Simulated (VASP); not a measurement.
Input of a VASP 6.6.1 run:

The input INCAR:

```
PREC     = Accurate       # precision mode
ENCUT    = 520            # plane-wave cutoff, eV
EDIFF    = 1E-7           # SCF threshold, eV
ISMEAR   = -1             # smearing method
SIGMA    = 0.05           # smearing width, eV
LREAL    = F              # projectors in reciprocal space
LASPH    = T              # aspherical terms in the spheres
NELM     = 80             # most SCF steps
ALGO     = Normal         # electronic algorithm
ISIF     = 2              # what is computed and relaxed
LWAVE    = F              # write WAVECAR
LCHARG   = T              # write CHGCAR
GGA      = PE             # functional
IVDW     = 12             # dispersion correction
LELF     = T              # ELF
LVHAR    = T            
NBANDS   = 53             # bands
```

The input KPOINTS:

```
regular mesh
0
Gamma
  6 6 2
```

Contents of POSCAR:

```
Hf2Pd2Se2Br2O3
1.0
    3.6946051686     -0.0000028623      0.0000000000
   -1.8473001055      3.1996233641      0.0000000000
    0.0000000000      0.0000000000     16.2593936265
Hf Pd Se Br O
2 2 2 2 3
Direct
    0.6666666667      0.3333333333      0.9301900697
    0.3333333333      0.6666666667      0.0698099303
    0.0000000000      0.0000000000      0.3147187587
    0.0000000000      0.0000000000      0.6852812413
    0.3333333333      0.6666666667      0.2344597372
    0.6666666667      0.3333333333      0.7655402628
    0.6666666667      0.3333333333      0.4143685876
    0.3333333333      0.6666666667      0.5856314124
    0.3333333333      0.6666666667      0.9221120504
    0.6666666667      0.3333333333      0.0778879496
    0.0000000000      0.0000000000      0.0000000000
```

Potentials or basis: VASP PAW PBE potentials, release 64 (Hf_pv, Pd, Se, Br, O).

Run with:

```bash
$ cat potpaw_PBE.64/Hf_pv/POTCAR potpaw_PBE.64/Pd/POTCAR potpaw_PBE.64/Se/POTCAR potpaw_PBE.64/Br/POTCAR potpaw_PBE.64/O/POTCAR > POTCAR
$ mpirun -np 1 vasp_std > vasp.out
```

(1) What does it give for the dispersion energy per atom?

(2) Estimate the band gap on the k mesh.

Results:

(1) -0.332 eV.

(2) zero (bands 42 and 43 overlap by 0.63 eV).

Caveat: three body term missing; spin-orbit coupling is left out, which moves the levels of the heavy elements.
